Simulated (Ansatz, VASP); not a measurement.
## One calculation of MnAs, two programs

```
Mn As
1.0
     3.67232    0.03498   -0.00014
    -1.80587    3.20350   -0.01086
    -0.00021   -0.01936    5.75835
Mn As
2 2
Direct
  0.97642 0.97877 0.97451
  0.01037 0.96197 0.47853
  0.29957 0.63082 0.27591
  0.65382 0.29724 0.72750
```

Alike in both runs: task single point; functional r2SCAN; k mesh 5 × 5 × 3; occupations fermi-dirac, width 0.05 eV; collinear spin.

```csv
,VASP,Ansatz
version,VASP 6.6.1,Ansatz 0.2.0
potentials or method,"VASP PAW PBE potentials, release 64 (Mn_pv, As), cutoff 520 eV","plane waves, PAW"
valence electrons in the cell,36,60
```

```tsv
	VASP	Ansatz	Ansatz less VASP
pressure (GPa)	4.0	3.9	-0.11
traceless stress, the component that is largest in VASP (GPa)	-3.52	-3.51	+0.008
rms of the force components (eV/Å)	0.913	0.910	-0.0028
net moment per atom (μB)	1.80	1.80	0.000
size of the moment on the site where the two differ most (μB)	3.48	3.28	-0.199
```

VASP's potentials were made for PBE, not for r2SCAN. Site moments also hang on the region over which each program counts them. Atom by atom the forces differ by 0.005 eV/Å (rms over components). VASP's potentials hold 36 valence electrons a cell and Ansatz's 60, so a difference there can come from the potentials and not from the codes. Ansatz's warnings: stability check not made, stress scf threshold loose.

The k mesh is coarse, so the values compare programs but aren't converged.
